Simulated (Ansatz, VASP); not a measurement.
Two plane-wave programs on BaSc2C2

INCAR

```
SYSTEM = BaSc2C2
PREC = Accurate
ENCUT = 910
EDIFF = 1E-7
ISMEAR = 0
SIGMA = 0.1
LREAL = .False.
LASPH = .True.
NELM = 120
ALGO = Normal
ISIF = 3
LWAVE = .False.
LCHARG = .False.
GGA = PE
IBRION = 2
NSW = 90
EDIFFG = -0.04
GGA_COMPAT = .False.
NELMIN = 4
```

File KPOINTS:

```
Automatic mesh
0
Gamma
  4 4 4
  0 0 0
```

File POSCAR:

```
BaSc2C2
1.0
    4.3068027700      0.0000000000      0.0000000000
    0.0000000000      4.3068027700      0.0000000000
    0.0000000000      0.0000000000      5.9133505400
Ba Sc C
1 2 2
Direct
    0.0000000000      0.0000000000      0.0000000000
    0.5000000000      0.0000000000      0.5000000000
    0.0000000000      0.5000000000      0.5000000000
    0.5000000000      0.5000000000      0.8027901100
    0.5000000000      0.5000000000      0.1972098900
```

Input for Ansatz:

```yaml
crystal:
  lattice:
    - [4.30680277, 0.0, 0.0]
    - [0.0, 4.30680277, 0.0]
    - [0.0, 0.0, 5.91335054]
  atoms:
    - { symbol: Ba, position: [0.0, 0.0, 0.0] }
    - { symbol: Sc, position: [0.5, 0.0, 0.5] }
    - { symbol: Sc, position: [0.0, 0.5, 0.5] }
    - { symbol: C, position: [0.5, 0.5, 0.80279011] }
    - { symbol: C, position: [0.5, 0.5, 0.19720989] }
basis:
  ecutwfc: 420
kpoints:
  mp_grid: { grid: [4, 4, 4] }
hamiltonian:
  xc: pbe
scf:
  occupations: { method: gaussian, width: 0.1 }
  lower_state_search: "off"
output:
  forces: true
  stress: true
  eigenvalues: true
relax:
  adjacent_minimum: "off"
  f_tol: 0.04
  max_steps: 70
  cell: { stress_tol: 0.4 }
```

Change from the starting cell: species swapped into the CeMg2Si2 type (P4/mmm, No. 123).

Alike in both runs: task relaxation of cell and atoms; functional PBE; k mesh 4 × 4 × 4; occupations gaussian, width 0.1 eV; no spin polarisation.

|  | VASP | Ansatz |
| --- | --- | --- |
| version | VASP 6.6.1 | Ansatz 0.2.0 |
| potentials or method | VASP PAW PBE potentials, release 64 (Ba_sv, Sc_sv, C_h), cutoff 910 eV | scalar-relativistic, plane waves, PAW |
| valence electrons in the cell | 40 | 40 |

VASP gave:

| Property | Result |
| --- | --- |
| gap on the k mesh at the Fermi level, each at its own relaxed structure (eV) | none |
| relaxed volume (Å³/atom) | 17.31 |
| relaxed cell length with the largest relative difference (Å) | 4.916 |

**Question.** Which values does Ansatz return?

**Answer.** gap on the k mesh at the Fermi level, each at its own relaxed structure (eV): none; relaxed volume (Å³/atom): 22.02; relaxed cell length with the largest relative difference (Å): 6.056.

A gap of «none» marks a metal or a gap that the smearing closes. One of these differences is far larger than is usual between the two programs; its cause wasn't traced.

The k mesh is coarse, so the values compare programs but aren't converged. Neither program's run includes spin-orbit coupling. Noted on VASP's run: the cutoff is short for stress, so the pressure is rough; the volume moved by over 15 % at a fixed basis, so the end points are rough.
